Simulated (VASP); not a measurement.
# BaF2 (Fm-3m) in VASP: a series of runs

Runs on BaF2. Level: PBE. Tasks: single point, relaxation of cell and atoms.

Program: VASP 6.6.1. These are calculated values, not measurements. Logs are shortened: lines on timing, memory, paths and dates and some standing lists are left out, and cuts for length are marked.

## Step 1: The cell of the first run

It takes space group Fm-3m (No. 225, cubic). The conventional cell has a = 6.243 Å, b = 6.243 Å, c = 6.243 Å, α = 90.00°, β = 90.00°, γ = 90.00°. Ba (site symmetry m-3m) has 8 F at 2.70 Å within 3.6 Å. F (site symmetry -43m) has 4 Ba at 2.70 Å and 6 F at 3.12 Å within 3.6 Å.

## Step 2: Single point, PBE

INCAR reads:

```
SYSTEM = BaF2
ALGO = Normal
EDIFF = 1E-6
ENCUT = 600
GGA = PE
GGA_COMPAT = .FALSE.
ISIF = 2
ISMEAR = 0
LASPH = .TRUE.
LCHARG = .FALSE.
LREAL = .FALSE.
LWAVE = .FALSE.
NBANDS = 19
NELM = 120
PREC = Accurate
SIGMA = 0.02
```

KPOINTS reads:

```
k-points
0
G
  6 6 6
  0 0 0
```

POSCAR reads:

```
BaF2
1.0
    0.0000000000      3.1217106864      3.1217106864
    3.1217106864      0.0000000000      3.1217106864
    3.1217106864      3.1217106864      0.0000000000
Ba F
1 2
Direct
    0.0000000000      0.0000000000      0.0000000000
    0.2500000000      0.2500000000      0.2500000000
    0.7500000000      0.7500000000      0.7500000000
```

Potentials or basis: VASP PAW PBE potentials, release 64 (Ba_sv, F).

Command:

```console
$ cat potpaw_PBE.64/Ba_sv/POTCAR potpaw_PBE.64/F/POTCAR > POTCAR
$ mpirun -np 1 vasp_std > vasp.out
```

OUTCAR:

```text
SYSTEM = BaF2
   EDIFF = 1E-6
   ENCUT = 600
   GGA = PE
   ISIF = 2
   ISMEAR = 0
   LASPH = .TRUE.
   LREAL = .FALSE.
   NELM = 120
   PREC = Accurate

 ion  position               nearest neighbor table
   1  0.000  0.000  0.000-   3 2.70   3 2.70   3 2.70   2 2.70   3 2.70   2 2.70   2 2.70   2 2.70

   2  0.250  0.250  0.250-   1 2.70   1 2.70   1 2.70   1 2.70
   3  0.750  0.750  0.750-   1 2.70   1 2.70   1 2.70   1 2.70

  LATTYP: Found a face centered cubic cell.
 ALAT       =     6.2434213728

  Lattice vectors:

 A1 = (   0.0000000000,   3.1217106864,   3.1217106864)
 A2 = (   3.1217106864,   0.0000000000,   3.1217106864)
 A3 = (   3.1217106864,   3.1217106864,   0.0000000000)

Analysis of symmetry for initial positions (statically):
=====================================================================
 Subroutine PRICEL returns:
 Original cell was already a primitive cell.

 Routine SETGRP: Setting up the symmetry group for a
 face centered cubic supercell.

 Subroutine GETGRP returns: Found 48 space group operations
 (whereof 48 operations were pure point group operations)
 out of a pool of 48 trial point group operations.

The static configuration has the point symmetry O_h .

Analysis of symmetry for dynamics (positions and initial velocities):
=====================================================================
 Subroutine PRICEL returns:
 Original cell was already a primitive cell.

 Routine SETGRP: Setting up the symmetry group for a
 face centered cubic supercell.

 Subroutine GETGRP returns: Found 48 space group operations
 (whereof 48 operations were pure point group operations)
 out of a pool of 48 trial point group operations.

The dynamic configuration has the point symmetry O_h .

 Subroutine INISYM returns: Found 48 space group operations
 (whereof 48 operations are pure point group operations),
 and found     1 'primitive' translations

----------------------------------------------------------------------------------------

                                     Primitive cell

  volume of cell :      60.8426

  direct lattice vectors                    reciprocal lattice vectors
     0.000000000  3.121710686  3.121710686    -0.160168590  0.160168590  0.160168590
     3.121710686  0.000000000  3.121710686     0.160168590 -0.160168590  0.160168590
     3.121710686  3.121710686  0.000000000     0.160168590  0.160168590 -0.160168590

  length of vectors
     4.414765591  4.414765591  4.414765591     0.277420136  0.277420136  0.277420136

  position of ions in fractional coordinates (direct lattice)
     0.000000000  0.000000000  0.000000000
     0.250000000  0.250000000  0.250000000
     0.750000000  0.750000000  0.750000000

  ion indices of the primitive-cell ions
   primitive index   ion index
                 1           1
                 2           2
                 3           3

----------------------------------------------------------------------------------------

 KPOINTS: k-points

Automatic generation of k-mesh.
 Grid dimensions read from file:
 generate k-points for:    6    6    6

 Generating k-lattice:

  Cartesian coordinates                     Fractional coordinates (reciprocal lattice)
    -0.026694765  0.026694765  0.026694765     0.166666667  0.000000000  0.000000000
     0.026694765 -0.026694765  0.026694765     0.000000000  0.166666667  0.000000000
     0.026694765  0.026694765 -0.026694765     0.000000000  0.000000000  0.166666667

  Length of vectors
     0.046236689  0.046236689  0.046236689

  Shift w.r.t. Gamma in fractional coordinates (k-lattice)
     0.000000000  0.000000000  0.000000000

 Subroutine IBZKPT returns following result:
 ===========================================

 Found     16 irreducible k-points:

 Following reciprocal coordinates:
            Coordinates               Weight
  0.000000  0.000000  0.000000      1.000000
  0.166667  0.000000  0.000000      8.000000
  0.333333  0.000000  0.000000      8.000000
  0.500000  0.000000  0.000000      4.000000
  0.166667  0.166667  0.000000      6.000000
  0.333333  0.166667  0.000000     24.000000
[... 8 lines left out ...]
 -0.333333  0.333333  0.166667     24.000000
 -0.333333  0.500000  0.166667     12.000000
   k-points           NKPTS =     16   k-points in BZ     NKDIM =     16   number of bands    NBANDS=     19
   number of dos      NEDOS =    301   number of ions     NIONS =      3
   total plane-waves  NPLWV =  46656
   dimension x,y,z NGX =    36 NGY =   36 NGZ =   36
   dimension x,y,z NGXF=    72 NGYF=   72 NGZF=   72
   ions per type =               1   2
   NGX,Y,Z   is equivalent  to a cutoff of  13.56, 13.56, 13.56 a.u.
   NGXF,Y,Z  is equivalent  to a cutoff of  27.11, 27.11, 27.11 a.u.
 SYSTEM =  BaF2
   PREC   = accura    normal or accurate (medium, high low for compatibility)
   ISTART =      0    job   : 0-new  1-cont  2-samecut
   ICHARG =      2    charge: 1-file 2-atom 10-const
   ISPIN  =      1    spin polarized calculation?
   LNONCOLLINEAR =      F non collinear calculations
   LSORBIT =      F    spin-orbit coupling
   LASPH  =      T    aspherical Exc in radial PAW
   ENCUT  =  600.0 eV  44.10 Ry    6.64 a.u.   8.82  8.82  8.82*2*pi/ulx,y,z
   NELM   =    120;   NELMIN=  2; NELMDL= -5     # of ELM steps
   EDIFF  = 0.1E-05   stopping-criterion for ELM
   LREAL  =      F    real-space projection
   EDIFFG = 0.1E-04   stopping-criterion for IOM
   NSW    =      0    number of steps for IOM
   IBRION =     -1    ionic relax: 0-MD 1-quasi-New 2-CG
   NFREE  =      0    steps in history (QN), initial steepest desc. (CG)
   ISIF   =      2    stress and relaxation
   ISYM   =      2    0-nonsym 1-usesym 2-fastsym
   POTIM  = 0.5000    time-step for ionic-motion
   TEBEG  =    0.0;   TEEND  =   0.0 temperature during run
   PSTRESS=    0.0 pullay stress
   NELECT =      24.0000    total number of electrons
   NUPDOWN=      -1.0000    fix difference up-down
   EMIN   =  10.00;   EMAX   =-10.00  energy-range for DOS
   EFERMI =   0.00;   METHOD = LEGACY
   ISMEAR =     0;   SIGMA  =   0.02  broadening in eV -4-tet -1-fermi 0-gaus
   EFERMI_NEDOS =   21; number of points for ismear=-14 and -15
   IALGO  =     38    algorithm
   IMIX   =      4    mixing-type and parameters
     AMIX     =   0.40;   BMIX     =  1.00
     AMIX_MAG =   1.60;   BMIX_MAG =  1.00
  volume/ion in A,a.u.               =      20.28       136.86
  Fermi-wavevector in a.u.,A,eV,Ry     =   1.200630  2.268862 19.612973  1.441513
  Thomas-Fermi vector in A             =   2.336461
   LORBIT       =      0    0 simple, 1 ext, 2 COOP (PROOUT), +10 PAW based schemes
   GGA     = PE    functional components
   LHFCALC =     F    Hartree Fock is set to
   AEXX    =    0.0000 exact exchange contribution
   IVDW    =     0    specifies the selected vdW correction
   LEPSILON=     F    determine dielectric tensor
   LRPA    =     F    only Hartree local field effects (RPA)
 non-spin polarized calculation
 Gauss-broadening in eV      SIGMA  =   0.02
  energy-cutoff  :      600.00
  volume of cell :       60.84
 maximum number of plane-waves:      2085
   NGX = 17   NGY = 17   NGZ = 17

 number of electron      24.0000013 magnetization

 Free energy of the ion-electron system (eV)
  ---------------------------------------------------
  ext. energy  EPLUGINS =         0.00000000
  ---------------------------------------------------
  free energy    TOTEN  =       -17.12765887 eV

  energy without entropy =      -17.12765887  energy(sigma->0) =      -17.12765887

 E-fermi :  -2.0759     XC(G=0):  -8.6054

 val. band max:       -2.1655841018   @ k =  -0.1667   0.1667   0.0000
 cond. band min:       4.5168945279   @ k =   0.0000   0.0000   0.0000
 fundamental gap:      6.6824786298
 Fermi energy:        -2.0759157601

 k-point     1 :       0.0000    0.0000    0.0000
  band No.  band energies     occupation
      1     -25.3113      2.00000
      2     -21.0566      2.00000
      3     -21.0341      2.00000
      4     -10.1771      2.00000
      5     -10.1771      2.00000
      6     -10.1771      2.00000
[... 11 lines left out ...]
     18       9.0638      0.00000
     19      13.1492      0.00000

 k-point     2 :       0.1667    0.0000    0.0000
  band No.  band energies     occupation
      1     -25.2667      2.00000
      2     -21.0951      2.00000
      3     -21.0753      2.00000
      4     -10.2205      2.00000
      5     -10.2147      2.00000
      6     -10.2147      2.00000
[... 11 lines left out ...]
     18       9.0910      0.00000
     19      12.1132      0.00000

 k-point     3 :       0.3333    0.0000    0.0000
  band No.  band energies     occupation
      1     -25.1732      2.00000
      2     -21.2186      2.00000
      3     -21.1163      2.00000
      4     -10.2954      2.00000
      5     -10.2871      2.00000
      6     -10.2871      2.00000
[... 11 lines left out ...]
     18       9.1862      0.00000
     19      11.1745      0.00000

 k-point     4 :       0.5000    0.0000    0.0000
  band No.  band energies     occupation
      1     -25.1240      2.00000
      2     -21.2839      2.00000
      3     -21.1359      2.00000
      4     -10.3277      2.00000
      5     -10.3221      2.00000
      6     -10.3221      2.00000
[... 231 lines left out ...]
     18      10.0792      0.00000
     19      12.1268      0.00000

 k-point    15 :      -0.3333    0.3333    0.1667
  band No.  band energies     occupation
      1     -25.0753      2.00000
      2     -21.2700      2.00000
      3     -21.2327      2.00000
      4     -10.4953      2.00000
      5     -10.2940      2.00000
      6     -10.2934      2.00000
[... 11 lines left out ...]
     18      11.0652      0.00000
     19      11.6454      0.00000

 k-point    16 :      -0.3333    0.5000    0.1667
  band No.  band energies     occupation
      1     -25.0586      2.00000
      2     -21.3102      2.00000
      3     -21.2196      2.00000
      4     -10.5462      2.00000
      5     -10.4091      2.00000
      6     -10.1584      2.00000
[... 11 lines left out ...]
     18      12.0744      0.00000
     19      12.3023      0.00000

------------------------ aborting loop because EDIFF is reached ----------------------------------------

  FORCE on cell =-STRESS in cart. coord.  units (eV):
  Direction    XX          YY          ZZ          XY          YZ          ZX
  --------------------------------------------------------------------------------------
  -------------------------------------------------------------------------------------
  Total        0.3736475      0.3736475      0.3736475      0.0000000      0.0000000      0.0000000
  in kB        9.8393122      9.8393122      9.8393122      0.0000000      0.0000000      0.0000000
  external PRESSURE =       9.8393122 kB  Pullay stress =       0.0000000 kB

 VOLUME and BASIS-vectors are now :
 -----------------------------------------------------------------------------
  energy-cutoff  :      600.00
  volume of cell :       60.84
      direct lattice vectors                 reciprocal lattice vectors
     0.000000000  3.121710686  3.121710686    -0.160168590  0.160168590  0.160168590
     3.121710686  0.000000000  3.121710686     0.160168590 -0.160168590  0.160168590
     3.121710686  3.121710686  0.000000000     0.160168590  0.160168590 -0.160168590

 POSITION                                       TOTAL-FORCE (eV/Angst)
 -----------------------------------------------------------------------------------
      0.00000      0.00000      0.00000        -0.000000      0.000000     -0.000000
      1.56086      1.56086      1.56086        -0.000000     -0.000000     -0.000000
      4.68257      4.68257      4.68257         0.000000      0.000000      0.000000
 -----------------------------------------------------------------------------------
    total drift:                                0.000000      0.000000      0.000000

  FREE ENERGIE OF THE ION-ELECTRON SYSTEM (eV)
  ---------------------------------------------------
  free  energy   TOTEN  =       -17.1276588691 eV

  energy  without entropy=      -17.1276588691  energy(sigma->0) =      -17.12765887
```

It took 17 s on 1 thread of Intel Xeon Platinum 8375C at 2.90GHz (Ice Lake), shared host; peak memory 0.21 GiB.

Results:

- Free energy: -17.1277 eV
- Pressure: 1.0 GPa
- Band gap on the k mesh: 6.68 eV, indirect (least direct gap 6.74 eV)

Caveat: spin-orbit coupling is left out, which moves the levels of the heavy elements.

## Step 3: Relaxation of cell and atoms, PBE

This run uses another cell than the first one, of 18.91 Å³/atom, 0.932 times its volume.

INCAR reads:

```
PREC = Accurate
ENCUT = 600
EDIFF = 1E-7
ISMEAR = 0
SIGMA = 0.02
LREAL = False
LASPH = True
NELM = 120
ALGO = Normal
ISIF = 3
LWAVE = False
LCHARG = False
GGA = PE
IBRION = 2
NSW = 80
EDIFFG = -0.01
GGA_COMPAT = False
NELMIN = 4
```

KPOINTS reads:

```
Automatic mesh
0
Gamma
  6 6 6
```

POSCAR reads:

```
BaF2
1.0
    0.0000000000      3.0496689019      3.0496689019
    3.0496689019      0.0000000000      3.0496689019
    3.0496689019      3.0496689019      0.0000000000
Ba F
1 2
Direct
    0.0000000000      0.0000000000      0.0000000000
    0.2500000000      0.2500000000      0.2500000000
    0.7500000000      0.7500000000      0.7500000000
```

Potentials or basis: VASP PAW PBE potentials, release 64 (Ba_sv, F).

Command:

```console
$ cat potpaw_PBE.64/Ba_sv/POTCAR potpaw_PBE.64/F/POTCAR > POTCAR
$ mpirun -np 1 vasp_std > vasp.out
```

OUTCAR:

```text
PREC = Accurate
   ENCUT = 600
   EDIFF = 1E-7
   ISMEAR = 0
   LREAL = False
   LASPH = True
   NELM = 120
   ISIF = 3
   GGA = PE
   IBRION = 2
   NSW = 80
   EDIFFG = -0.01
   NELMIN = 4

 ion  position               nearest neighbor table
   1  0.000  0.000  0.000-   3 2.64   3 2.64   3 2.64   2 2.64   3 2.64   2 2.64   2 2.64   2 2.64

   2  0.250  0.250  0.250-   1 2.64   1 2.64   1 2.64   1 2.64
   3  0.750  0.750  0.750-   1 2.64   1 2.64   1 2.64   1 2.64

  LATTYP: Found a face centered cubic cell.
 ALAT       =     6.0993378038

  Lattice vectors:

 A1 = (   0.0000000000,   3.0496689019,   3.0496689019)
 A2 = (   3.0496689019,   0.0000000000,   3.0496689019)
 A3 = (   3.0496689019,   3.0496689019,   0.0000000000)

Analysis of symmetry for initial positions (statically):
=====================================================================
 Subroutine PRICEL returns:
 Original cell was already a primitive cell.

 Routine SETGRP: Setting up the symmetry group for a
 face centered cubic supercell.

 Subroutine GETGRP returns: Found 48 space group operations
[... 145 lines left out ...]
  volume of cell :       56.73
 maximum number of plane-waves:      1917
 NGX is ok and might be reduce to    36
   NGX = 17   NGY = 17   NGZ = 17

--------------------------------------- Ionic step        1  -------------------------------------------

 number of electron      23.9999988 magnetization

 Free energy of the ion-electron system (eV)
  ---------------------------------------------------
  ext. energy  EPLUGINS =         0.00000000
  ---------------------------------------------------
  free energy    TOTEN  =       -17.03645648 eV

  energy without entropy =      -17.03645648  energy(sigma->0) =      -17.03645648

------------------------ aborting loop because EDIFF is reached ----------------------------------------

  FORCE on cell =-STRESS in cart. coord.  units (eV):
  Direction    XX          YY          ZZ          XY          YZ          ZX
  --------------------------------------------------------------------------------------
  -------------------------------------------------------------------------------------
  Total        2.0697623      2.0697623      2.0697623      0.0000000      0.0000000     -0.0000000
  in kB       58.4578687     58.4578687     58.4578687      0.0000000      0.0000000     -0.0000000
  external PRESSURE =      58.4578687 kB  Pullay stress =       0.0000000 kB
[... 61 lines left out ...]
--------------------------------------- Ionic step        3  -------------------------------------------

 number of electron      24.0000018 magnetization

 Free energy of the ion-electron system (eV)
  ---------------------------------------------------
  ext. energy  EPLUGINS =         0.00000000
  ---------------------------------------------------
  free energy    TOTEN  =       -17.12477210 eV

  energy without entropy =      -17.12477210  energy(sigma->0) =      -17.12477210

 E-fermi :  -2.1099     XC(G=0):  -8.5213

 val. band max:       -2.2334871304   @ k =  -0.1667   0.1667   0.0000
 cond. band min:       4.3643206039   @ k =   0.0000   0.0000   0.0000
 fundamental gap:      6.5978077343
 Fermi energy:        -2.1098527521

 k-point     1 :       0.0000    0.0000    0.0000
  band No.  band energies     occupation
      1     -25.4374      2.00000
      2     -21.1005      2.00000
      3     -21.0976      2.00000
      4     -10.3247      2.00000
      5     -10.3247      2.00000
      6     -10.3247      2.00000
[... 323 lines left out ...]
  FREE ENERGIE OF THE ION-ELECTRON SYSTEM (eV)
  ---------------------------------------------------
  free  energy   TOTEN  =       -17.1247720990 eV

  energy  without entropy=      -17.1247720990  energy(sigma->0) =      -17.12477210

 reached required accuracy - stopping structural energy minimisation
```

OSZICAR:

```text
N       E                     dE             d eps       ncg     rms          rms(c)
DAV:   1     0.173719158650E+03    0.17372E+03   -0.14551E+04   512   0.159E+03
DAV:   2    -0.121559463185E+02   -0.18588E+03   -0.18241E+03   648   0.309E+02
DAV:   3    -0.186743543196E+02   -0.65184E+01   -0.65104E+01   680   0.684E+01
[... 30 lines left out ...]
DAV:   4    -0.171247357116E+02    0.38684E-03   -0.19676E-03   736   0.295E-01    0.342E-02
DAV:   5    -0.171247489663E+02   -0.13255E-04   -0.56636E-05   512   0.635E-02    0.182E-02
DAV:   6    -0.171247733050E+02   -0.24339E-04   -0.19119E-05   664   0.410E-02    0.586E-03
DAV:   7    -0.171247721806E+02    0.11243E-05   -0.20233E-06   656   0.100E-02    0.206E-03
DAV:   8    -0.171247720990E+02    0.81671E-07   -0.34194E-07   512   0.544E-03
   3 F= -.17124772E+02 E0= -.17124772E+02  d E =-.883156E-01
```

It took 39 s on 1 thread of Intel Xeon Platinum 8375C at 2.90GHz (Ice Lake), shared host; peak memory 0.21 GiB.

Results:

| Item | Value |
| --- | --- |
| Free energy | -17.1248 eV |
| Relaxed volume | 20.66 Å³/atom |
| Relaxed cell | a = 4.442 Å, b = 4.442 Å, c = 4.442 Å, α = 60.00°, β = 60.00°, γ = 60.00° |
| Space group after relaxing (to 0.05 Å) | Fm-3m (No. 225) |
| Energy gained by relaxing | 29.4 meV/atom |
| Ionic steps | 3 |
| Pressure after relaxing | 0.0 GPa |
| Band gap on the k mesh | 6.60 eV, indirect (least direct gap 6.65 eV) |

The path:
| step | energy change (eV) | largest force (eV/Å) | pressure (GPa) | volume (Å³) |
| --- | --- | --- | --- | --- |
| 1 | 0.0000 | 0.0000 | 5.85 | 56.73 |
| 2 | -0.0874 | 0.0000 | -0.48 | 62.58 |
| 3 | -0.0883 | 0.0000 | 0.01 | 61.99 |

Final structure:
```
Ba F
1.0
     0.00000    3.14114    3.14114
     3.14114    0.00000    3.14114
     3.14114    3.14114    0.00000
Ba F
1 2
Direct
  0.00000 0.00000 0.00000
  0.25000 0.25000 0.25000
  0.75000 0.75000 0.75000
```

Caveat: spin-orbit coupling is left out, which moves the levels of the heavy elements. A hybrid or GW would open this gap; PBE tends to underestimate it.
